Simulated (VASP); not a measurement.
# BN (P4_2/mnm) in VASP: further runs

Runs on BN. Level: PBEsol. Tasks: single point.

Program: VASP 6.6.1. These are calculated values, not measurements. Logs are shortened: lines on timing, memory, paths and dates and some standing lists are left out, and cuts for length are marked.

### 1 The cell of the first run

It takes space group P4_2/mnm (No. 136, tetragonal). The conventional cell has a = 4.266 Å, b = 4.266 Å, c = 2.310 Å, α = 90.00°, β = 90.00°, γ = 90.00°. Within 1.9 Å of B (site symmetry m2m) lie 4 N at 1.42 to 1.54 Å. Within 1.9 Å of N (site symmetry m2m) lie 4 B at 1.42 to 1.54 Å.

### 2 Single point, PBEsol

INCAR reads:

```
PREC = Accurate ; ENCUT = 520
EDIFF = 1E-6 ; ISMEAR = 0
SIGMA = 0.05 ; LREAL = F
LASPH = T ; NELM = 60
ALGO = Normal ; ISIF = 2
LWAVE = F ; LCHARG = F
GGA = PS ; NBANDS = 26
```

KPOINTS reads:

```
Automatic mesh
0
Gamma
  6 6 10
```

POSCAR reads:

```
BN
1.0
    4.2663000000      0.0000000000      0.0000000000
    0.0000000000      4.2663000000      0.0000000000
    0.0000000000      0.0000000000      2.3096000000
B N
4 4
Direct
    0.1741337327      0.8258662673      0.5000000000
    0.3258662673      0.3258662673      0.0000000000
    0.6741337327      0.6741337327      0.0000000000
    0.8258662673      0.1741337327      0.5000000000
    0.8123909516      0.8123909516      0.5000000000
    0.3123909516      0.6876090484      0.0000000000
    0.6876090484      0.3123909516      0.0000000000
    0.1876090484      0.1876090484      0.5000000000
```

Potentials or basis: VASP PAW PBE potentials, release 64 (B, N).

Launch:

```sh
> cat potpaw_PBE.64/B/POTCAR potpaw_PBE.64/N/POTCAR > POTCAR
> mpirun -np 1 vasp_std > vasp.out
```

OUTCAR:

```text
PREC = Accurate
   ENCUT = 520
   EDIFF = 1E-6
   ISMEAR = 0
   LREAL = F
   LASPH = T
   NELM = 60
   ISIF = 2
   GGA = PS

 ion  position               nearest neighbor table
   1  0.174  0.826  0.500-   6 1.42   6 1.42   8 1.54   5 1.54   4 2.10
   2  0.326  0.326  0.000-   8 1.42   8 1.42   6 1.54   7 1.54   3 2.10
   3  0.674  0.674  0.000-   5 1.42   5 1.42   7 1.54   6 1.54   2 2.10
   4  0.826  0.174  0.500-   7 1.42   7 1.42   8 1.54   5 1.54   1 2.10
   5  0.812  0.812  0.500-   3 1.42   3 1.42   4 1.54   1 1.54
   6  0.312  0.688  0.000-   1 1.42   1 1.42   3 1.54   2 1.54
   7  0.688  0.312  0.000-   4 1.42   4 1.42   2 1.54   3 1.54
   8  0.188  0.188  0.500-   2 1.42   2 1.42   4 1.54   1 1.54

  LATTYP: Found a simple tetragonal cell.
 ALAT       =     4.2663000000
 C/A-ratio  =     0.5413590230

  Lattice vectors:

 A1 = (   4.2663000000,   0.0000000000,   0.0000000000)
 A2 = (   0.0000000000,   4.2663000000,   0.0000000000)
 A3 = (   0.0000000000,   0.0000000000,   2.3096000000)

Analysis of symmetry for initial positions (statically):
=====================================================================
 Subroutine PRICEL returns:
 Original cell was already a primitive cell.

 Routine SETGRP: Setting up the symmetry group for a
 simple tetragonal supercell.

 Subroutine GETGRP returns: Found 16 space group operations
 (whereof  8 operations were pure point group operations)
 out of a pool of 16 trial point group operations.

The static configuration has the point symmetry D_2h.
 The point group associated with its full space group is D_4h.

Analysis of symmetry for dynamics (positions and initial velocities):
=====================================================================
 Subroutine PRICEL returns:
 Original cell was already a primitive cell.

 Routine SETGRP: Setting up the symmetry group for a
 simple tetragonal supercell.

 Subroutine GETGRP returns: Found 16 space group operations
 (whereof  8 operations were pure point group operations)
 out of a pool of 16 trial point group operations.

The dynamic configuration has the point symmetry D_2h.
 The point group associated with its full space group is D_4h.

 Subroutine INISYM returns: Found 16 space group operations
 (whereof  8 operations are pure point group operations),
 and found     1 'primitive' translations

----------------------------------------------------------------------------------------

                                     Primitive cell

  volume of cell :      42.0378

  direct lattice vectors                    reciprocal lattice vectors
     4.266300000  0.000000000  0.000000000     0.234395143  0.000000000  0.000000000
     0.000000000  4.266300000  0.000000000     0.000000000  0.234395143  0.000000000
     0.000000000  0.000000000  2.309600000     0.000000000  0.000000000  0.432975407

  length of vectors
     4.266300000  4.266300000  2.309600000     0.234395143  0.234395143  0.432975407

  position of ions in fractional coordinates (direct lattice)
     0.174133733  0.825866267  0.500000000
     0.325866267  0.325866267  0.000000000
     0.674133733  0.674133733  0.000000000
     0.825866267  0.174133733  0.500000000
     0.812390952  0.812390952  0.500000000
     0.312390952  0.687609048  0.000000000
     0.687609048  0.312390952  0.000000000
     0.187609048  0.187609048  0.500000000

  ion indices of the primitive-cell ions
   primitive index   ion index
                 1           1
                 2           2
                 3           3
                 4           4
                 5           5
                 6           6
                 7           7
                 8           8

----------------------------------------------------------------------------------------

 KPOINTS: Automatic mesh

Automatic generation of k-mesh.
 Grid dimensions read from file:
 generate k-points for:    6    6   10

 Generating k-lattice:

  Cartesian coordinates                     Fractional coordinates (reciprocal lattice)
     0.039065857  0.000000000  0.000000000     0.166666667  0.000000000  0.000000000
     0.000000000  0.039065857  0.000000000     0.000000000  0.166666667  0.000000000
     0.000000000  0.000000000  0.043297541     0.000000000  0.000000000  0.100000000

  Length of vectors
     0.039065857  0.039065857  0.043297541

  Shift w.r.t. Gamma in fractional coordinates (k-lattice)
     0.000000000  0.000000000  0.000000000

 Subroutine IBZKPT returns following result:
 ===========================================

 Found     60 irreducible k-points:

 Following reciprocal coordinates:
            Coordinates               Weight
  0.000000  0.000000  0.000000      1.000000
  0.166667  0.000000  0.000000      4.000000
  0.333333  0.000000  0.000000      4.000000
  0.500000  0.000000  0.000000      2.000000
  0.166667  0.166667  0.000000      4.000000
  0.333333  0.166667  0.000000      8.000000
[... 16 lines left out ...]
  0.333333  0.000000  0.200000      8.000000
  0.500000  0.000000  0.200000      4.000000
 [... further k-points ...]
   k-points           NKPTS =     60   k-points in BZ     NKDIM =     60   number of bands    NBANDS=     26
   number of dos      NEDOS =    301   number of ions     NIONS =      8
   total plane-waves  NPLWV =  18432
   dimension x,y,z NGX =    32 NGY =   32 NGZ =   18
   dimension x,y,z NGXF=    64 NGYF=   64 NGZF=   36
   ions per type =               4   4
   NGX,Y,Z   is equivalent  to a cutoff of  12.47, 12.47, 12.96 a.u.
   NGXF,Y,Z  is equivalent  to a cutoff of  24.94, 24.94, 25.91 a.u.
 SYSTEM =  unknown system
   PREC   = accura    normal or accurate (medium, high low for compatibility)
   ISTART =      0    job   : 0-new  1-cont  2-samecut
   ICHARG =      2    charge: 1-file 2-atom 10-const
   ISPIN  =      1    spin polarized calculation?
   LNONCOLLINEAR =      F non collinear calculations
   LSORBIT =      F    spin-orbit coupling
   LASPH  =      T    aspherical Exc in radial PAW
   ENCUT  =  520.0 eV  38.22 Ry    6.18 a.u.   7.93  7.93  4.29*2*pi/ulx,y,z
   NELM   =     60;   NELMIN=  2; NELMDL= -5     # of ELM steps
   EDIFF  = 0.1E-05   stopping-criterion for ELM
   LREAL  =      F    real-space projection
   EDIFFG = 0.1E-04   stopping-criterion for IOM
   NSW    =      0    number of steps for IOM
   IBRION =     -1    ionic relax: 0-MD 1-quasi-New 2-CG
   NFREE  =      0    steps in history (QN), initial steepest desc. (CG)
   ISIF   =      2    stress and relaxation
   ISYM   =      2    0-nonsym 1-usesym 2-fastsym
   POTIM  = 0.5000    time-step for ionic-motion
   TEBEG  =    0.0;   TEEND  =   0.0 temperature during run
   PSTRESS=    0.0 pullay stress
   NELECT =      32.0000    total number of electrons
   NUPDOWN=      -1.0000    fix difference up-down
   EMIN   =  10.00;   EMAX   =-10.00  energy-range for DOS
   EFERMI =   0.00;   METHOD = LEGACY
   ISMEAR =     0;   SIGMA  =   0.05  broadening in eV -4-tet -1-fermi 0-gaus
   EFERMI_NEDOS =   21; number of points for ismear=-14 and -15
   IALGO  =     38    algorithm
   IMIX   =      4    mixing-type and parameters
     AMIX     =   0.40;   BMIX     =  1.00
     AMIX_MAG =   1.60;   BMIX_MAG =  1.00
  volume/ion in A,a.u.               =       5.25        35.46
  Fermi-wavevector in a.u.,A,eV,Ry     =   1.494784  2.824731 30.400556  2.234378
  Thomas-Fermi vector in A             =   2.607012
   LORBIT       =      0    0 simple, 1 ext, 2 COOP (PROOUT), +10 PAW based schemes
   GGA     = PS    functional components
   LHFCALC =     F    Hartree Fock is set to
   AEXX    =    0.0000 exact exchange contribution
   IVDW    =     0    specifies the selected vdW correction
   LEPSILON=     F    determine dielectric tensor
   LRPA    =     F    only Hartree local field effects (RPA)
 non-spin polarized calculation
 Gauss-broadening in eV      SIGMA  =   0.05
  energy-cutoff  :      520.00
  volume of cell :       42.04
 maximum number of plane-waves:      1152
 NGX is ok and might be reduce to    32
   NGX = 15   NGY = 15   NGZ =  9

 number of electron      31.9999996 magnetization

 Free energy of the ion-electron system (eV)
  ---------------------------------------------------
  ext. energy  EPLUGINS =         0.00000000
  ---------------------------------------------------
  free energy    TOTEN  =       -70.40678511 eV

  energy without entropy =      -70.40678511  energy(sigma->0) =      -70.40678511

 E-fermi :   9.1394     XC(G=0): -13.4832

 val. band max:        8.8395518370   @ k =   0.0000   0.0000   0.0000
 cond. band min:      13.2185593452   @ k =   0.0000   0.0000   0.3000
 fundamental gap:      4.3790075082
 Fermi energy:         9.1393643011

 k-point     1 :       0.0000    0.0000    0.0000
  band No.  band energies     occupation
      1     -13.1007      2.00000
      2      -8.6236      2.00000
      3      -8.6236      2.00000
      4      -8.3023      2.00000
      5      -2.3828      2.00000
      6      -2.1461      2.00000
[... 18 lines left out ...]
     25      22.5629      0.00000
     26      23.9473      0.00000

 k-point     2 :       0.1667    0.0000    0.0000
  band No.  band energies     occupation
      1     -12.9435      2.00000
      2      -9.5732      2.00000
      3      -8.5194      2.00000
      4      -7.7272      2.00000
      5      -2.6701      2.00000
      6      -1.5942      2.00000
[... 18 lines left out ...]
     25      22.6092      0.00000
     26      23.4828      0.00000

 k-point     3 :       0.3333    0.0000    0.0000
  band No.  band energies     occupation
      1     -12.4773      2.00000
      2     -10.7197      2.00000
      3      -8.2307      2.00000
      4      -7.5793      2.00000
      5      -2.8587      2.00000
      6      -1.5889      2.00000
[... 572 lines left out ...]
 k-point    23 :       0.3333    0.0000    0.2000
  band No.  band energies     occupation
      1     -11.7003      2.00000
      2      -9.9914      2.00000
      3      -7.6268      2.00000
      4      -7.0427      2.00000
      5      -2.2650      2.00000
      6      -0.9804      2.00000
[... 18 lines left out ...]
     25      22.8739      0.00000
     26      23.8928      0.00000

 k-point    24 :       0.5000    0.0000    0.2000
  band No.  band energies     occupation
      1     -10.9627      2.00000
      2     -10.9627      2.00000
      3      -7.2817      2.00000
      4      -7.2817      2.00000
      5      -1.8255      2.00000
      6      -1.8255      2.00000
[... 18 lines left out ...]
     25      23.1221      0.00000
     26      23.1221      0.00000

 [... further k-points ...]

------------------------ aborting loop because EDIFF is reached ----------------------------------------

  FORCE on cell =-STRESS in cart. coord.  units (eV):
  Direction    XX          YY          ZZ          XY          YZ          ZX
  --------------------------------------------------------------------------------------
  -------------------------------------------------------------------------------------
  Total       13.4401730     13.4401730     37.0740608     -0.0000000      0.0000000      0.0000000
  in kB      512.2428309    512.2428309   1412.9968295     -0.0000000      0.0000000      0.0000000
  external PRESSURE =     812.4941637 kB  Pullay stress =       0.0000000 kB

 VOLUME and BASIS-vectors are now :
 -----------------------------------------------------------------------------
  energy-cutoff  :      520.00
  volume of cell :       42.04
      direct lattice vectors                 reciprocal lattice vectors
     4.266300000  0.000000000  0.000000000     0.234395143  0.000000000  0.000000000
     0.000000000  4.266300000  0.000000000     0.000000000  0.234395143  0.000000000
     0.000000000  0.000000000  2.309600000     0.000000000  0.000000000  0.432975407

 POSITION                                       TOTAL-FORCE (eV/Angst)
 -----------------------------------------------------------------------------------
      0.74291      3.52339      1.15480        -0.689434      0.689434      0.000000
      1.39024      1.39024      0.00000         0.689434      0.689434      0.000000
      2.87606      2.87606      0.00000        -0.689434     -0.689434     -0.000000
      3.52339      0.74291      1.15480         0.689434     -0.689434     -0.000000
      3.46590      3.46590      1.15480         0.655611      0.655611     -0.000000
      1.33275      2.93355      0.00000         0.655611     -0.655611     -0.000000
      2.93355      1.33275      0.00000        -0.655611      0.655611     -0.000000
      0.80040      0.80040      1.15480        -0.655611     -0.655611     -0.000000
 -----------------------------------------------------------------------------------
    total drift:                                0.000000     -0.000000     -0.000000

  FREE ENERGIE OF THE ION-ELECTRON SYSTEM (eV)
  ---------------------------------------------------
  free  energy   TOTEN  =       -70.4067851118 eV

  energy  without entropy=      -70.4067851118  energy(sigma->0) =      -70.40678511
```

It took 17 s on 1 thread of Intel Xeon 6975P-C (Granite Rapids), shared host; peak memory 0.17 GiB.

Results:

```yaml
Free_energy: -70.4068 eV
Pressure: 81.2 GPa
Largest_force: 0.975 eV/Å
Band_gap_on_the_k_mesh: 4.38 eV, indirect (least direct gap 5.92 eV)
```

Forces in eV/Å, atoms in the order of the input:
```
B   -0.689  0.689  0.000
B    0.689  0.689  0.000
B   -0.689 -0.689  0.000
B    0.689 -0.689  0.000
N    0.656  0.656  0.000
N    0.656 -0.656  0.000
N   -0.656  0.656  0.000
N   -0.656 -0.656  0.000
```

Levels at points of the mesh, in eV from the valence-band top:
```
           k point  band 12  band 13  band 14  band 15  band 16  band 17  band 18  band 19  band 20  band 21
(0.00, 0.00, 0.00)    -1.95    -0.18    -0.18    -0.05     0.00     8.34     8.34     8.63     9.21     9.28
(0.50, 0.00, 0.00)    -3.49    -1.53    -1.53    -1.04    -1.04     8.25     8.25     9.40     9.40    10.66
(0.50, 0.50, 0.00)    -3.62    -2.72    -2.72    -2.11    -2.11     7.81     7.81    10.32    10.32    11.06
(0.00, 0.00, 0.50)    -5.58    -5.00    -5.00    -3.75    -3.75     6.39     6.39    10.88    10.88    12.19
(0.50, 0.00, 0.50)    -5.17    -4.05    -4.05    -2.81    -2.81     7.25     7.25     9.05     9.05     9.88
(0.50, 0.50, 0.50)    -4.26    -3.31    -3.31    -3.01    -3.01     6.60     6.60     7.53     7.53     8.44
```

Caveat: the PAW data sets were made with another functional, which shifts forces and pressure a little. Expect the measured gap to be larger: semilocal functionals such as PBEsol lack the derivative discontinuity.

### 3 Single point, PBEsol

This run uses another cell than the first one, of 5.32 Å³/atom, 1.012 times its volume.

INCAR reads:

```
SYSTEM = BN
ALGO = Normal
EDIFF = 1E-6
ENCUT = 520
GGA = PS
ISIF = 2
ISMEAR = 0
LASPH = .True.
LCHARG = .False.
LREAL = .False.
LWAVE = .False.
NBANDS = 26
NELM = 80
PREC = Accurate
SIGMA = 0.05
```

KPOINTS reads:

```
k-points
0
Gamma
  6 6 10
  0 0 0
```

POSCAR, as its differences from that of step 2:

```diff
@@ -2,5 +2,5 @@
 1.0
-    4.2663000000      0.0000000000      0.0000000000
-    0.0000000000      4.2663000000      0.0000000000
-    0.0000000000      0.0000000000      2.3096000000
+    4.3652000000      0.0000000000      0.0000000000
+    0.0000000000      4.3652000000      0.0000000000
+    0.0000000000      0.0000000000      2.2335000000
 B N
```

Potentials or basis: VASP PAW PBE potentials, release 64 (B, N).

Launch:

```sh
> cat potpaw_PBE.64/B/POTCAR potpaw_PBE.64/N/POTCAR > POTCAR
> mpirun -np 1 vasp_std > vasp.out
```

It took 17 s on 1 thread of Intel Xeon 6975P-C (Granite Rapids), shared host; peak memory 0.17 GiB.

It converged, with:

| Quantity | Value |
| --- | --- |
| Free energy | -69.4256 eV |
| Pressure | 80.9 GPa |
| Largest force | 1.874 eV/Å |
| Band gap on the k mesh | 3.87 eV, indirect (least direct gap 5.75 eV) |

Forces in eV/Å, atoms in the order of the input:
```
B   -1.106  1.106  0.000
B    1.106  1.106  0.000
B   -1.106 -1.106  0.000
B    1.106 -1.106  0.000
N    1.325  1.325  0.000
N    1.325 -1.325  0.000
N   -1.325  1.325  0.000
N   -1.325 -1.325  0.000
```

Stress tensor (GPa, compression positive):
```
 27.31   0.00   0.00
  0.00  27.31   0.00
  0.00   0.00 188.00
```

Levels at points of the mesh, in eV from the valence-band top:
```
           k point  band 14  band 15  band 16  band 17  band 18  band 19
(0.00, 0.00, 0.00)    -0.92    -0.44     0.00     6.85     6.85     7.68
(0.50, 0.00, 0.00)    -2.15    -0.90    -0.90     6.83     6.83     8.60
(0.50, 0.50, 0.00)    -2.31    -1.81    -1.81     6.87     6.87    10.33
(0.00, 0.00, 0.50)    -5.45    -3.97    -3.97     5.84     5.84    10.01
(0.50, 0.00, 0.50)    -4.20    -3.38    -3.38     6.63     6.63     8.30
(0.50, 0.50, 0.50)    -3.49    -3.44    -3.44     6.03     6.03     6.65
```

Caveat: the PAW data sets were made with another functional, which shifts forces and pressure a little.
